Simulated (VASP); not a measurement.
# BP (F-43m) in VASP: notebook, part 3 of 3

VASP 6.6.1.

### 5 Vibrations by perturbation theory, PBE

This run uses another cell than the first one, of 10.02 Å³/atom, 0.870 times its volume.

INCAR reads:

```
ALGO     = Normal         # electronic algorithm
EDIFF    = 1E-8           # SCF threshold, eV
ENCUT    = 520            # plane-wave cutoff, eV
GGA      = PE             # functional
IBRION   = 8              # ionic algorithm
ISIF     = 2              # what is computed and relaxed
ISMEAR   = 0              # smearing method
LASPH    = True           # aspherical terms in the spheres
LCHARG   = False          # write CHGCAR
LEPSILON = True           # dielectric tensor by DFPT
LREAL    = False          # projectors in reciprocal space
LWAVE    = False          # write WAVECAR
NELM     = 100            # most SCF steps
NSW      = 1              # ionic steps
PREC     = Accurate       # precision mode
SIGMA    = 0.01           # smearing width, eV
```

KPOINTS reads:

```
k-points
0
Gamma
  12 12 12
```

POSCAR reads:

```
BP
1.0
    0.0000000000      2.1560807092      2.1560807092
    2.1560807092      0.0000000000      2.1560807092
    2.1560807092      2.1560807092      0.0000000000
B P
1 1
Direct
    0.0000000000      0.0000000000      0.0000000000
    0.7500000000      0.7500000000      0.7500000000
```

Potentials or basis: VASP PAW PBE potentials, release 64 (B, P).

Run with:

```
> cat potpaw_PBE.64/B/POTCAR potpaw_PBE.64/P/POTCAR > POTCAR
> mpirun -np 1 vasp_std > vasp.out
```

OUTCAR:

```text
EDIFF = 1E-8
   ENCUT = 520
   GGA = PE
   IBRION = 8
   ISIF = 2
   ISMEAR = 0
   LASPH = True
   LEPSILON = True
   LREAL = False
   NELM = 100
   NSW = 1
   PREC = Accurate

 ion  position               nearest neighbor table
   1  0.000  0.000  0.000-   2 1.87   2 1.87   2 1.87   2 1.87
   2  0.750  0.750  0.750-   1 1.87   1 1.87   1 1.87   1 1.87

  LATTYP: Found a face centered cubic cell.
 ALAT       =     4.3121614184

  Lattice vectors:

 A1 = (   0.0000000000,   2.1560807092,   2.1560807092)
 A2 = (   2.1560807092,   0.0000000000,   2.1560807092)
 A3 = (   2.1560807092,   2.1560807092,   0.0000000000)

Analysis of symmetry for initial positions (statically):
=====================================================================
 Subroutine PRICEL returns:
 Original cell was already a primitive cell.

 Routine SETGRP: Setting up the symmetry group for a
[... 562 lines left out ...]

 SECOND DERIVATIVES (NOT SYMMETRIZED)
 ------------------------------------
               1X          1Y          1Z          2X          2Y          2Z
  1X   -25.739257    0.000000    0.000000   25.739257    0.000000    0.000000
  1Y     0.000000  -25.739257    0.000000    0.000000   25.739257    0.000000
  1Z     0.000000    0.000000  -25.739257    0.000000    0.000000   25.739257
  2X    25.734624    0.000000    0.000000  -25.734624    0.000000    0.000000
  2Y     0.000000   25.734624    0.000000    0.000000  -25.734624    0.000000
  2Z     0.000000    0.000000   25.734624    0.000000    0.000000  -25.734624

 Eigenvectors and eigenvalues of the dynamical matrix
 ----------------------------------------------------

   1 f  =   28.016717 THz   176.034222 2PiTHz  934.537073 cm-1   115.867778 meV
             X         Y         Z           dx          dy          dz
      0.000000  0.000000  0.000000     0.860991   -0.000000    0.000000
      3.234121  3.234121  3.234121    -0.508620    0.000000    0.000000
[... 21 lines left out ...]
   6 f/i=    0.001104 THz     0.006937 2PiTHz    0.036830 cm-1     0.004566 meV
             X         Y         Z           dx          dy          dz
      0.000000  0.000000  0.000000     0.123200   -0.404739   -0.282317
      3.234121  3.234121  3.234121     0.208552   -0.685141   -0.477905

--------------------------------------------------------------------------------------------------------

 MACROSCOPIC STATIC DIELECTRIC TENSOR IONIC CONTRIBUTION
 ------------------------------------------------------
           0.353745    -0.000000     0.000000
           0.000000     0.353745     0.000000
           0.000000     0.000000     0.353745
 ------------------------------------------------------

 ELASTIC MODULI CONTR FROM IONIC RELAXATION (kBar)
 Direction    XX          YY          ZZ          XY          YZ          ZX
 --------------------------------------------------------------------------------
 XX          -0.0000     -0.0000     -0.0000      0.0000      0.0000      0.0000
 YY          -0.0000     -0.0000     -0.0000      0.0000      0.0000      0.0000
 ZZ          -0.0000     -0.0000     -0.0000      0.0000      0.0000      0.0000
 XY           0.0000      0.0000      0.0000   -667.0596     -0.0000     -0.0000
 YZ           0.0000      0.0000      0.0000     -0.0000   -667.0596     -0.0000
 ZX           0.0000      0.0000      0.0000     -0.0000      0.0000   -667.0596
 --------------------------------------------------------------------------------

 PIEZOELECTRIC TENSOR IONIC CONTR  for field in x, y, z        (C/m^2)
          XX          YY          ZZ          XY          YZ          ZX
  --------------------------------------------------------------------------------
  x    -0.00000    -0.00000    -0.00000     0.00000     0.45709     0.00000
  y    -0.00000    -0.00000    -0.00000     0.00000    -0.00000     0.45709
  z    -0.00000    -0.00000    -0.00000     0.45709     0.00000     0.00000
```

OSZICAR:

```text
N       E                     dE             d eps       ncg     rms          rms(c)
DAV:   1     0.106724281794E+02    0.10672E+02   -0.43705E+03  1160   0.919E+02
[... 151 lines left out ...]
RMM:   5    -0.405150807944E-01    0.36224E-04    0.19883E-05  7459   0.117E-02    0.459E-03
RMM:   6    -0.405135017804E-01    0.15790E-05    0.18905E-06  7525   0.133E-03    0.344E-03
RMM:   7    -0.405130403579E-01    0.46142E-06    0.60017E-08  7472   0.106E-03    0.210E-04
RMM:   8    -0.405116735599E-01    0.13668E-05    0.27119E-07  7653   0.240E-04    0.503E-05
RMM:   9    -0.405113003902E-01    0.37317E-06    0.74165E-08  7810   0.962E-05    0.912E-06
RMM:  10    -0.405113317506E-01   -0.31360E-07   -0.70612E-08  7964   0.160E-05    0.167E-05
RMM:  11    -0.405113243143E-01    0.74363E-08   -0.24205E-08  7062   0.506E-06    0.865E-07
 Linear response finished
```

stdout:

```text
POSCAR found type information on POSCAR B P
 POSCAR found :  2 types and       2 ions
 scaLAPACK will be used
 LDA part: xc-table for (Slater+PW92), standard interpolation
 POSCAR, INCAR and KPOINTS ok, starting setup
 FFT: planning ... GRIDC
 FFT: planning ... GRID_SOFT
 FFT: planning ... GRID
 WAVECAR not read
 entering main loop
[... 23 lines left out ...]
  Direction:   3
 dielectric tensor                  component  3 :     1.385     2.083     9.219
 Linear response DOF=           2
 Linear response progress:
 first order change of Fermi-energy   0.10883E-03
 force on displaced ion       1 direction 1 : -25.739   0.000   0.000
 Born effective charge ion    1 direction 1 :  -1.008   0.000   0.000
 Linear response progress:
 first order change of Fermi-energy   0.83664E-04
 force on displaced ion       2 direction 1 : -25.735   0.000   0.000
 Born effective charge ion    2 direction 1 :   1.003   0.000   0.000
 Born effective charges drift removed
 Linear response finished
```

Run time: 90 s. Hardware: 1 thread of Intel Xeon 6975P-C (Granite Rapids), shared host; peak memory 0.24 GiB.

Results:

```
Electronic dielectric tensor (diagonal)                 : 9.22
Born charges (mean of the diagonal)                     : B -1.00; P +1.00 e
Highest phonon frequency at Γ, LO-TO splitting left out : 935 cm⁻¹
```

Phonon frequencies in cm⁻¹ (negative: imaginary):
| q point | frequencies |
| --- | --- |
| (0.000, 0.000, 0.000) | 0 0 0 935 935 935 |

Electronic dielectric tensor:
```
9.22 0.00 0.00
0.00 9.22 0.00
0.00 0.00 9.22
```

Born effective charge tensors (e):
atom 1, B
```
-1.00  0.00  0.00
 0.00 -1.00  0.00
 0.00  0.00 -1.00
```
atom 2, P
```
1.00 0.00 0.00
0.00 1.00 0.00
0.00 0.00 1.00
```

Caveat: the cell wasn't relaxed at this level first, which shifts response properties.
